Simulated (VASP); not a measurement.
# CuO (P-6m2) in VASP: a series of runs

CuO is run at these levels: PBE+U; tasks: single point.

Program: VASP 6.6.1. These are calculated values, not measurements. Logs are shortened: lines on timing, memory, paths and dates and some standing lists are left out, and cuts for length are marked.

### 1 The cell of the first run

The structure is hexagonal, space group P-6m2 (No. 187). The conventional cell has a = 2.836 Å, b = 2.836 Å, c = 2.768 Å, α = 90.00°, β = 90.00°, γ = 120.00°. Cu (site symmetry -6m2) has 6 O at 2.14 Å and 2 Cu at 2.77 Å within 2.8 Å. Within 2.8 Å of O (site symmetry -6m2) lie 6 Cu at 2.14 Å and 2 O at 2.77 Å.

### 2 Single point, PBE+U, collinear spin, ferromagnetic start

The input, INCAR:

```
SYSTEM = CuO
PREC = Accurate
ENCUT = 600
EDIFF = 1E-6
ISMEAR = 0
SIGMA = 0.05
LREAL = .False.
LASPH = .True.
NELM = 200
ALGO = Normal
ISIF = 2
LWAVE = .False.
LCHARG = .True.
ISPIN = 2
MAGMOM = -0.45 -0.66
LORBIT = 11
LMAXMIX = 4
LDAU = .True.
LDAUTYPE = 2
LDAUL = 2 -1
LDAUU = 6 0
LDAUJ = 0 0
LDAUPRINT = 1
GGA = PE
LELF = .True.
LVHAR = .True.
NBANDS = 20
GGA_COMPAT = .False.
```

The input, KPOINTS:

```
regular mesh
0
Gamma
  8 8 7
  0 0 0
```

The input, POSCAR:

```
CuO
1.0
    2.8363251100      0.0000000000      0.0000000000
   -1.4181625500      2.4563296000      0.0000000000
    0.0000000000      0.0000000000      2.7681127800
Cu O
1 1
Direct
    0.0000000000      0.0000000000      0.0000000000
    0.6666666667      0.3333333333      0.5000000000
```

Potentials or basis: VASP PAW PBE potentials, release 64 (Cu, O).

Launch:

```console
cat potpaw_PBE.64/Cu/POTCAR potpaw_PBE.64/O/POTCAR > POTCAR
mpirun -np 1 vasp_std > vasp.out
```

OUTCAR:

```text
SYSTEM = CuO
   PREC = Accurate
   ENCUT = 600
   EDIFF = 1E-6
   ISMEAR = 0
   LREAL = .False.
   LASPH = .True.
   NELM = 200
   ISIF = 2
   ISPIN = 2
   LORBIT = 11
   GGA = PE

 ion  position               nearest neighbor table
   1  0.000  0.000  0.000-   2 2.14   2 2.14   2 2.14   2 2.14   2 2.14   2 2.14
   2  0.667  0.333  0.500-   1 2.14   1 2.14   1 2.14   1 2.14   1 2.14   1 2.14

  LATTYP: Found a hexagonal cell.
 ALAT       =     2.8363251100
 C/A-ratio  =     0.9759504544

  Lattice vectors:

 A1 = (   2.8363251100,   0.0000000000,   0.0000000000)
 A2 = (  -1.4181625500,   2.4563296000,   0.0000000000)
 A3 = (   0.0000000000,   0.0000000000,   2.7681127800)

Analysis of symmetry for initial positions (statically):
=====================================================================
 Subroutine PRICEL returns:
 Original cell was already a primitive cell.

 Routine SETGRP: Setting up the symmetry group for a
 hexagonal supercell.

 Subroutine GETGRP returns: Found 12 space group operations
 (whereof 12 operations were pure point group operations)
 out of a pool of 24 trial point group operations.

The static configuration has the point symmetry D_3h.

Analysis of symmetry for dynamics (positions and initial velocities):
=====================================================================
 Subroutine PRICEL returns:
 Original cell was already a primitive cell.

 Routine SETGRP: Setting up the symmetry group for a
 hexagonal supercell.

 Subroutine GETGRP returns: Found 12 space group operations
 (whereof 12 operations were pure point group operations)
 out of a pool of 24 trial point group operations.

The dynamic configuration has the point symmetry D_3h.

Analysis of structural, dynamic, and magnetic symmetry:
=====================================================================
 Subroutine PRICEL returns:
 Original cell was already a primitive cell.

 Routine SETGRP: Setting up the symmetry group for a
 hexagonal supercell.

 Subroutine GETGRP returns: Found 12 space group operations
 (whereof 12 operations were pure point group operations)
 out of a pool of 24 trial point group operations.

The overall configuration has the point symmetry D_3h.

 Subroutine INISYM returns: Found 12 space group operations
 (whereof 12 operations are pure point group operations),
 and found     1 'primitive' translations

----------------------------------------------------------------------------------------

                                     Primitive cell

  volume of cell :      19.2853

  direct lattice vectors                    reciprocal lattice vectors
     2.836325110  0.000000000  0.000000000     0.352568892  0.203555744  0.000000000
    -1.418162550  2.456329600  0.000000000     0.000000000  0.407111489  0.000000000
     0.000000000  0.000000000  2.768112780     0.000000000  0.000000000  0.361256957

  length of vectors
     2.836325110  2.836325109  2.768112780     0.407111488  0.407111489  0.361256957

  position of ions in fractional coordinates (direct lattice)
     0.000000000  0.000000000  0.000000000
     0.666666667  0.333333333  0.500000000

  ion indices of the primitive-cell ions
   primitive index   ion index
                 1           1
                 2           2

----------------------------------------------------------------------------------------

 KPOINTS: regular mesh

Automatic generation of k-mesh.
 Grid dimensions read from file:
 generate k-points for:    8    8    7

 Generating k-lattice:

  Cartesian coordinates                     Fractional coordinates (reciprocal lattice)
     0.044071111  0.025444468  0.000000000     0.125000000  0.000000000  0.000000000
[... 57 lines left out ...]
   ENCUT  =  600.0 eV  44.10 Ry    6.64 a.u.   5.66  5.66  5.53*2*pi/ulx,y,z
   NELM   =    200;   NELMIN=  2; NELMDL= -5     # of ELM steps
   EDIFF  = 0.1E-05   stopping-criterion for ELM
   LREAL  =      F    real-space projection
   EDIFFG = 0.1E-04   stopping-criterion for IOM
   NSW    =      0    number of steps for IOM
   IBRION =     -1    ionic relax: 0-MD 1-quasi-New 2-CG
   NFREE  =      0    steps in history (QN), initial steepest desc. (CG)
   ISIF   =      2    stress and relaxation
   ISYM   =      2    0-nonsym 1-usesym 2-fastsym
   POTIM  = 0.5000    time-step for ionic-motion
   TEBEG  =    0.0;   TEEND  =   0.0 temperature during run
   PSTRESS=    0.0 pullay stress
   NELECT =      17.0000    total number of electrons
   NUPDOWN=      -1.0000    fix difference up-down
   EMIN   =  10.00;   EMAX   =-10.00  energy-range for DOS
   EFERMI =   0.00;   METHOD = LEGACY
   ISMEAR =     0;   SIGMA  =   0.05  broadening in eV -4-tet -1-fermi 0-gaus
   EFERMI_NEDOS =   21; number of points for ismear=-14 and -15
   IALGO  =     38    algorithm
   IMIX   =      4    mixing-type and parameters
     AMIX     =   0.40;   BMIX     =  1.00
     AMIX_MAG =   1.60;   BMIX_MAG =  1.00
  volume/ion in A,a.u.               =       9.64        65.07
  Fermi-wavevector in a.u.,A,eV,Ry     =   1.569696  2.966296 33.524031  2.463947
  Thomas-Fermi vector in A             =   2.671540
   LORBIT       =     11    0 simple, 1 ext, 2 COOP (PROOUT), +10 PAW based schemes
 LDA+U is selected, type is set to LDAUTYPE =  2
   angular momentum for each species LDAUL =     2   -1
   U (eV)           for each species LDAUU =   6.0  0.0
   J (eV)           for each species LDAUJ =   0.0  0.0
   GGA     = PE    functional components
   LHFCALC =     F    Hartree Fock is set to
   AEXX    =    0.0000 exact exchange contribution
   IVDW    =     0    specifies the selected vdW correction
   LEPSILON=     F    determine dielectric tensor
   LRPA    =     F    only Hartree local field effects (RPA)
 spin polarized calculation
 Gauss-broadening in eV      SIGMA  =   0.05
  energy-cutoff  :      600.00
  volume of cell :       19.29
 maximum number of plane-waves:       656
 NGX is ok and might be reduce to    24
   NGX = 11   NGY = 11   NGZ = 11

atom =   1  type =  1  l = 2

 onsite density matrix

spin component  1

  0.9503  0.0000 -0.0000  0.0000 -0.0000
  0.0000  0.7800 -0.0000  0.0000  0.0000
 -0.0000 -0.0000  0.9694  0.0000  0.0000
  0.0000  0.0000  0.0000  0.7800  0.0000
 -0.0000  0.0000  0.0000  0.0000  0.9503

spin component  2

  0.9724 -0.0000 -0.0000 -0.0000 -0.0000
 -0.0000  0.9943 -0.0000  0.0000  0.0000
 -0.0000 -0.0000  0.9704  0.0000  0.0000
 -0.0000  0.0000  0.0000  0.9943 -0.0000
 -0.0000  0.0000  0.0000 -0.0000  0.9724

 occupancies and eigenvectors

  o =  0.7800  v = -0.0000 -0.6081  0.0000  0.7938  0.0000  0.0000  0.0000  0.0000  0.0000  0.0000      0.0000  0.0000  0.0000  0.0000  0.0000  0.0000  0.0000  0.0000  0.0000  0.0000
  o =  0.7800  v =  0.0000 -0.7938  0.0000 -0.6081  0.0000  0.0000  0.0000  0.0000  0.0000  0.0000      0.0000  0.0000  0.0000  0.0000  0.0000  0.0000  0.0000  0.0000  0.0000  0.0000
  o =  0.9503  v = -0.9964  0.0000 -0.0000 -0.0000  0.0848  0.0000  0.0000  0.0000  0.0000  0.0000      0.0000  0.0000  0.0000  0.0000  0.0000  0.0000  0.0000  0.0000  0.0000  0.0000
  o =  0.9503  v = -0.0848 -0.0000  0.0000 -0.0000 -0.9964  0.0000  0.0000  0.0000  0.0000  0.0000      0.0000  0.0000  0.0000  0.0000  0.0000  0.0000  0.0000  0.0000  0.0000  0.0000
  o =  0.9694  v = -0.0000  0.0000  1.0000  0.0000  0.0000  0.0000  0.0000  0.0000  0.0000  0.0000      0.0000  0.0000  0.0000  0.0000  0.0000  0.0000  0.0000  0.0000  0.0000  0.0000
  o =  0.9704  v =  0.0000  0.0000  0.0000  0.0000  0.0000 -0.0000 -0.0000 -1.0000  0.0000  0.0000      0.0000  0.0000  0.0000  0.0000  0.0000  0.0000  0.0000  0.0000  0.0000  0.0000
  o =  0.9724  v =  0.0000  0.0000  0.0000  0.0000  0.0000 -0.3105  0.0000  0.0000 -0.0000 -0.9506      0.0000  0.0000  0.0000  0.0000  0.0000  0.0000  0.0000  0.0000  0.0000  0.0000
  o =  0.9724  v =  0.0000  0.0000  0.0000  0.0000  0.0000  0.9506  0.0000 -0.0000 -0.0000 -0.3105      0.0000  0.0000  0.0000  0.0000  0.0000  0.0000  0.0000  0.0000  0.0000  0.0000
  o =  0.9943  v =  0.0000  0.0000  0.0000  0.0000  0.0000  0.0000  0.6081 -0.0000 -0.7938  0.0000      0.0000  0.0000  0.0000  0.0000  0.0000  0.0000  0.0000  0.0000  0.0000  0.0000
  o =  0.9943  v =  0.0000  0.0000  0.0000  0.0000  0.0000 -0.0000  0.7938 -0.0000  0.6081  0.0000      0.0000  0.0000  0.0000  0.0000  0.0000  0.0000  0.0000  0.0000  0.0000  0.0000

 number of electron      17.0000005 magnetization      -0.9999677

 Free energy of the ion-electron system (eV)
  ---------------------------------------------------
  ext. energy  EPLUGINS =         0.00000000
  ---------------------------------------------------
  free energy    TOTEN  =        -7.23903789 eV

  energy without entropy =       -7.23823173  energy(sigma->0) =       -7.23863481

 E-fermi :   5.0810     XC(G=0): -12.2719

 val. band max:        5.0470811305   @ k =   0.1250  -0.0000   0.2857
 cond. band min:       5.0868218668   @ k =   0.1250  -0.0000   0.0000
 fundamental gap:      0.0397407362
 Fermi energy:         5.0810321012

 spin component 1

 k-point     1 :       0.0000    0.0000    0.0000
  band No.  band energies     occupation
      1     -13.2646      1.00000
      2       0.8722      1.00000
      3       1.1155      1.00000
      4       1.1155      1.00000
      5       3.3685      1.00000
      6       3.6313      1.00000
[... 1097 lines left out ...]
     19      38.7755      0.00000
     20      41.1219      0.00000

 [... further k-points ...]
[... 5 lines left out ...]
  --------------------------------------------------------------------------------------
  -------------------------------------------------------------------------------------
  Total        0.1350326      0.1350326     -1.1351562      0.0000000      0.0000000      0.0000000
  in kB       11.2181931     11.2181931    -94.3060959      0.0000000      0.0000000      0.0000000
  external PRESSURE =     -23.9565699 kB  Pullay stress =       0.0000000 kB

 VOLUME and BASIS-vectors are now :
 -----------------------------------------------------------------------------
  energy-cutoff  :      600.00
  volume of cell :       19.29
      direct lattice vectors                 reciprocal lattice vectors
     2.836325110  0.000000000  0.000000000     0.352568892  0.203555744  0.000000000
    -1.418162550  2.456329600  0.000000000     0.000000000  0.407111489  0.000000000
     0.000000000  0.000000000  2.768112780     0.000000000  0.000000000  0.361256957

 POSITION                                       TOTAL-FORCE (eV/Angst)
 -----------------------------------------------------------------------------------
      0.00000      0.00000      0.00000         0.000000      0.000000      0.000000
      1.41816      0.81878      1.38406         0.000000     -0.000000      0.000000
 -----------------------------------------------------------------------------------
    total drift:                               -0.000000      0.000000      0.000000

  FREE ENERGIE OF THE ION-ELECTRON SYSTEM (eV)
  ---------------------------------------------------
  free  energy   TOTEN  =        -7.2390378886 eV

  energy  without entropy=       -7.2382317277  energy(sigma->0) =       -7.23863481

 total charge

# of ion       s       p       d       tot
------------------------------------------
    1        0.286   0.302   9.312   9.900
    2        1.580   3.304   0.000   4.884
--------------------------------------------------
tot          1.866   3.606   9.312  14.784

 magnetization (x)

# of ion       s       p       d       tot
------------------------------------------
    1        0.013   0.005  -0.474  -0.456
    2       -0.006  -0.492   0.000  -0.498
--------------------------------------------------
tot          0.007  -0.487  -0.474  -0.954
```

It took 20 s on 1 thread of Intel Xeon Platinum 8375C at 2.90GHz (Ice Lake), shared host; peak memory 0.16 GiB.

What came out:

* Free energy: -7.2390 eV
* Pressure: -2.4 GPa
* Band gap on the k mesh: zero (filled and empty bands overlap)
* Net moment: -1.00 μB per cell
* Site moments: Cu -0.46; O -0.50 μB
* Valence electrons inside the program's atomic spheres: Cu 9.90; O 4.88

Levels at points of the mesh, in eV from the Fermi level:
Spin up:
| k point | band 5 | band 6 | band 7 | band 8 | band 9 | band 10 | band 11 | band 12 |
| --- | --- | --- | --- | --- | --- | --- | --- | --- |
| (0.00, 0.00, 0.00) | -1.71 | -1.45 | -1.45 | 0.20 | 0.20 | 1.91 | 15.19 | 17.36 |
| (0.50, 0.00, 0.00) | -2.72 | -2.03 | -1.57 | -1.41 | 0.96 | 6.75 | 9.71 | 15.44 |
Spin down:
```csv
k point,band 5,band 6,band 7,band 8,band 9,band 10,band 11,band 12,band 13,band 14
"(0.00, 0.00, 0.00)",-3.51,-3.51,-2.53,-0.69,-0.69,1.68,15.13,17.29,17.29,19.31
"(0.50, 0.00, 0.00)",-3.61,-3.33,-2.51,-2.16,-0.44,6.64,9.21,15.35,17.86,18.10
```

Eigenvalues of the final occupation matrices:
| site | spin | trace | eigenvalues |
| --- | --- | --- | --- |
| site 1 d | 1 | 4.43 | 0.78 0.78 0.95 0.95 0.97 |
| site 1 d | 2 | 4.90 | 0.97 0.97 0.97 0.99 0.99 |

Caveat: a cell with one magnetic atom can't hold antiferromagnetic order, which such compounds often take. The state reached can hang on the start; a lower one may exist.

### 3 Single point, PBE+U, collinear spin, ferromagnetic start

The input, INCAR:

```
PREC     = Accurate       # precision mode
ENCUT    = 600            # plane-wave cutoff, eV
EDIFF    = 1E-6           # SCF threshold, eV
ISMEAR   = 0              # smearing method
SIGMA    = 0.05           # smearing width, eV
LREAL    = F              # projectors in reciprocal space
LASPH    = T              # aspherical terms in the spheres
NELM     = 200            # most SCF steps
ALGO     = Normal         # electronic algorithm
ISIF     = 2              # what is computed and relaxed
LWAVE    = F              # write WAVECAR
LCHARG   = T              # write CHGCAR
ISPIN    = 2              # spin polarisation
MAGMOM   = -0.45 -0.66    # initial moments
LORBIT   = 11             # projections on sites
LMAXMIX  = 4              # l up to which the mixer works
LDAU     = T              # DFT+U
LDAUTYPE = 2            
LDAUL    = 2 -1           # shell
LDAUU    = 6 0            # U, eV
LDAUJ    = 0 0          
LDAUPRINT= 1            
GGA      = PE             # functional
LELF     = T              # ELF
LVHAR    = T            
NBANDS   = 20             # bands
GGA_COMPAT= F
```

The input, KPOINTS:

```
Automatic mesh
0
Gamma
  8 8 7
```

POSCAR is that of step 2.

Potentials or basis: VASP PAW PBE potentials, release 64 (Cu, O).

Launch:

```console
cat potpaw_PBE.64/Cu/POTCAR potpaw_PBE.64/O/POTCAR > POTCAR
mpirun -np 1 vasp_std > vasp.out
```

It took 19 s on 1 thread of Intel Xeon Platinum 8375C at 2.90GHz (Ice Lake), shared host; peak memory 0.16 GiB.

The run converged. Its results:

- Free energy: -7.2390 eV
- Pressure: -2.4 GPa
- Band gap on the k mesh: zero (filled and empty bands overlap)
- Net moment: -1.00 μB per cell
- Site moments: Cu -0.46; O -0.50 μB
- Valence electrons inside the program's atomic spheres: Cu 9.90; O 4.88

Stress tensor (GPa, compression positive):
```
 1.12  0.00  0.00
 0.00  1.12  0.00
 0.00  0.00 -9.43
```

Levels at points of the mesh, in eV from the Fermi level:
Spin up:
```csv
k point,band 5,band 6,band 7,band 8,band 9,band 10,band 11,band 12
"(0.00, 0.00, 0.00)",-1.71,-1.45,-1.45,0.20,0.20,1.91,15.19,17.36
"(0.50, 0.00, 0.00)",-2.72,-2.03,-1.57,-1.41,0.96,6.75,9.71,15.44
```
Spin down:
```tsv
k point	band 7	band 8	band 9	band 10	band 11	band 12
(0.00, 0.00, 0.00)	-2.53	-0.69	-0.69	1.68	15.13	17.29
(0.50, 0.00, 0.00)	-2.51	-2.16	-0.44	6.64	9.21	15.35
```

Eigenvalues of the final occupation matrices:
```csv
site,spin,trace,eigenvalues
site 1 d,1,4.43,0.78 0.78 0.95 0.95 0.97
site 1 d,2,4.90,0.97 0.97 0.97 0.99 0.99
```

Caveat: a cell with one magnetic atom can't hold antiferromagnetic order, which such compounds often take. The state reached can hang on the start; a lower one may exist.
